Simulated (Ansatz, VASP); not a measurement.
# One calculation of Ru, two programs

File INCAR:

```
SYSTEM = Ru
PREC     = Accurate       ! precision mode
ENCUT    = 520            ! plane-wave cutoff, eV
EDIFF    = 1E-6           ! SCF threshold, eV
ISMEAR   = -1             ! smearing method
SIGMA    = 0.05           ! smearing width, eV
LREAL    = .False.        ! projectors in reciprocal space
LASPH    = .True.         ! aspherical terms in the spheres
NELM     = 80             ! most SCF steps
ALGO     = Normal         ! electronic algorithm
ISIF     = 2              ! what is computed and relaxed
LWAVE    = .False.        ! write WAVECAR
LCHARG   = .False.        ! write CHGCAR
GGA      = PE             ! functional
NBANDS   = 21             ! bands
```

The input KPOINTS:

```
Automatic mesh
0
Gamma
  12 12 7
  0 0 0
```

The input POSCAR:

```
Ru
1.0
    2.7761117499      0.0000000000      0.0000000000
   -1.3880558750      2.4041837736      0.0000000000
    0.0000000000      0.0000000000      4.3931676036
Ru
2
Direct
    0.3333333333      0.6666666667      0.2500000000
    0.6666666667      0.3333333333      0.7500000000
```

Input for Ansatz:

```yaml
crystal:
  lattice:
    - [2.776111749910684, 0.0, 0.0]
    - [-1.388055874955342, 2.4041837736239584, 0.0]
    - [0.0, 0.0, 4.39316760364497]
  atoms:
    - { symbol: Ru, position: [0.3333333333333333, 0.6666666666666666, 0.25] }
    - { symbol: Ru, position: [0.6666666666666666, 0.3333333333333333, 0.75] }
basis:
  ecutwfc: 500.0
kpoints:
  mp_grid:
    grid: [12, 12, 7]
hamiltonian:
  xc: pbe
  pseudopotentials:
    kind: paw
scf:
  occupations:
    method: fermi_dirac
    width: 0.05
output:
  stress: true
```

Alike in both runs: task single point; functional PBE; k mesh 12 × 12 × 7; occupations fermi-dirac, width 0.05 eV; no spin polarisation.

```csv
,VASP,Ansatz
version,VASP 6.6.1,Ansatz 0.2.0
potentials or method,"VASP PAW PBE potentials, release 64 (Ru_pv), cutoff 520 eV","plane waves, PAW"
valence electrons in the cell,28,32
```

```csv
,VASP,Ansatz,Ansatz less VASP
pressure (GPa),-17.1,-17.0,+0.10
"traceless stress, the component that is largest in VASP (GPa)",-0.75,-0.75,-0.008
```

VASP's potentials hold 28 valence electrons a cell and Ansatz's 32, so a difference there can come from the potentials and not from the codes.
